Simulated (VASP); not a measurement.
Write the native input for VASP 6.6.1 that does the following.

```
Task                   : relaxation of cell and atoms
Functional             : r2SCAN
Potentials or basis    : VASP PAW PBE potentials, release 64 (Ta_pv)
Cutoff                 : 600 eV
k mesh                 : 8 × 8 × 8
Occupations            : gaussian, width 0.1 eV
Spin                   : no spin polarisation
Target pressure        : 50.2 GPa
Dipole correction      : no
Further INCAR settings : ALGO = Normal; EDIFF = 1e-06; IBRION = 2; EDIFFG = -0.05; NSW = 80; ISIF = 3
```

The system is Ta.

```xyz
1
Lattice="-1.6513 1.6513 1.6513 1.6513 -1.6513 1.6513 1.6513 1.6513 -1.6513" Properties=species:S:1:pos:R:3 pbc="T T T"
Ta    0.0000    0.0000    0.0000
```

One way to write it, as run:

POSCAR

```
Ta
1.0
   -1.6512800000      1.6512800000      1.6512800000
    1.6512800000     -1.6512800000      1.6512800000
    1.6512800000      1.6512800000     -1.6512800000
Ta
1
Direct
    0.0000000000      0.0000000000      0.0000000000
```

INCAR.step1

```
SYSTEM = Ta
ALGO = Normal ; EDIFF = 1E-4
ENCUT = 600 ; GGA = PE
ISMEAR = 0 ; LASPH = .True.
LCHARG = .False. ; LREAL = .False.
LWAVE = .True. ; NELM = 100
PREC = Accurate ; SIGMA = 0.1
```

INCAR.step2

```
SYSTEM = Ta
ALGO = Normal ; EDIFF = 1E-6
EDIFFG = -0.05 ; ENCUT = 600
IBRION = 2 ; ISIF = 3
ISMEAR = 0 ; ISTART = 1
LASPH = .True. ; LCHARG = .False.
LMIXTAU = .True. ; LREAL = .False.
LWAVE = .False. ; METAGGA = R2SCAN
NELM = 100 ; NSW = 80
PREC = Accurate ; PSTRESS = 502.0
SIGMA = 0.1
```

KPOINTS

```
k-points
0
Gamma
  8 8 8
  0 0 0
```

Potentials or basis: VASP PAW PBE potentials, release 64 (Ta_pv).

Command:

```sh
$ cat potpaw_PBE.64/Ta_pv/POTCAR > POTCAR
$ cp INCAR.step1 INCAR
$ mpirun -np 1 vasp_std > vasp.out
$ cp INCAR.step2 INCAR
$ mpirun -np 1 vasp_std > vasp.out
```

It gave:

- Relaxed volume: 15.13 Å³/atom
- Relaxed cell: a = 2.699 Å, b = 2.699 Å, c = 2.699 Å, α = 109.47°, β = 109.47°, γ = 109.47°
- Space group after relaxing (to 0.1 Å): Im-3m (No. 229)
- Energy change on relaxing (the run minimises the enthalpy): +373.2 meV/atom
- Ionic steps: 5
- Pressure after relaxing: 50.4 GPa
- Band gap on the k mesh: zero (an odd number of electrons rules out a gap without spin polarisation)

Caveat: the cell is relaxed towards a set pressure, so the run minimises the enthalpy, not the energy; the volume moved by over 15 % at a fixed basis, so the end points are rough; the PAW data sets were made with another functional, which shifts forces and pressure a little; spin-orbit coupling is left out, which moves the levels of the heavy elements.

Run time: 95 s on 1 thread of AMD EPYC 7R13 Processor (Zen 3), with other jobs on the host, peak memory 0.14 GiB.
